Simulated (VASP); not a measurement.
Set up this calculation in VASP 6.6.1, as the native input.

| Property | Result |
| --- | --- |
| Task | single point |
| Functional | r2SCAN |
| Potentials or basis | VASP PAW PBE potentials, release 64 (Si, O) |
| Cutoff | 520 eV |
| k mesh | 6 × 6 × 6 |
| Occupations | fermi-dirac, width 0.05 eV |
| Spin | no spin polarisation |
| Dipole correction | no |
| Further INCAR settings | ALGO = Normal; EDIFF = 1e-06; NBANDS = 44 |

The system is SiO2.

```
Si O
1.0
    -4.46956    4.46956    2.61575
     4.46956   -4.46956    2.61575
     4.46956    4.46956   -2.61575
Si O
4 8
Direct
  0.82304 0.82304 0.64607
  0.17696 0.82304 0.00000
  0.82304 0.17696 0.00000
  0.17696 0.17696 0.35393
  0.00000 0.79124 0.79124
  0.20876 0.00000 0.20876
  0.79124 0.00000 0.79124
  0.00000 0.20876 0.20876
  0.00000 0.00000 0.50000
  0.50000 0.00000 0.00000
  0.00000 0.50000 0.00000
  0.50000 0.50000 0.50000
```

One way to write it, as run:

POSCAR

```
SiO2
1.0
   -4.4695578469      4.4695578469      2.6157517181
    4.4695578469     -4.4695578469      2.6157517181
    4.4695578469      4.4695578469     -2.6157517181
Si O
4 8
Direct
    0.8230352567      0.8230352567      0.6460705135
    0.1769647433      0.8230352567      0.0000000000
    0.8230352567      0.1769647433      0.0000000000
    0.1769647433      0.1769647433      0.3539294865
    0.0000000000      0.7912401523      0.7912401523
    0.2087598477      0.0000000000      0.2087598477
    0.7912401523      0.0000000000      0.7912401523
    0.0000000000      0.2087598477      0.2087598477
    0.0000000000      0.0000000000      0.5000000000
    0.5000000000      0.0000000000      0.0000000000
    0.0000000000      0.5000000000      0.0000000000
    0.5000000000      0.5000000000      0.5000000000
```

INCAR.step1

```
PREC = Accurate ; ENCUT = 520
ISMEAR = -1 ; SIGMA = 0.05
LREAL = False ; LASPH = True
NELM = 100 ; NBANDS = 44
GGA = PE ; ALGO = Normal
EDIFF = 1E-4 ; LWAVE = True
LCHARG = False
```

INCAR.step2

```
PREC = Accurate ; ENCUT = 520
EDIFF = 1E-6 ; ISMEAR = -1
SIGMA = 0.05 ; LREAL = False
LASPH = True ; NELM = 100
ALGO = Normal ; ISIF = 2
LWAVE = False ; LCHARG = False
METAGGA = R2SCAN ; LMIXTAU = True
NBANDS = 44 ; ISTART = 1
```

KPOINTS

```
regular mesh
0
Gamma
  6 6 6
```

Potentials or basis: VASP PAW PBE potentials, release 64 (Si, O).

Command:

```sh
$ cat potpaw_PBE.64/Si/POTCAR potpaw_PBE.64/O/POTCAR > POTCAR
$ cp INCAR.step1 INCAR
$ mpirun -np 1 vasp_std > vasp.out
$ cp INCAR.step2 INCAR
$ mpirun -np 1 vasp_std > vasp.out
```

Results of the run:

```json
{"Pressure": "0.1 GPa", "Largest force": "0.029 eV/Å", "Band gap on the k mesh": "6.07 eV"}
```

Caveat: the PAW data sets were made with another functional, which shifts forces and pressure a little.

Wall time 53 min on 1 thread of Oxide Virtual Turin-like Processor, on a shared host, peak memory 0.5 GiB.
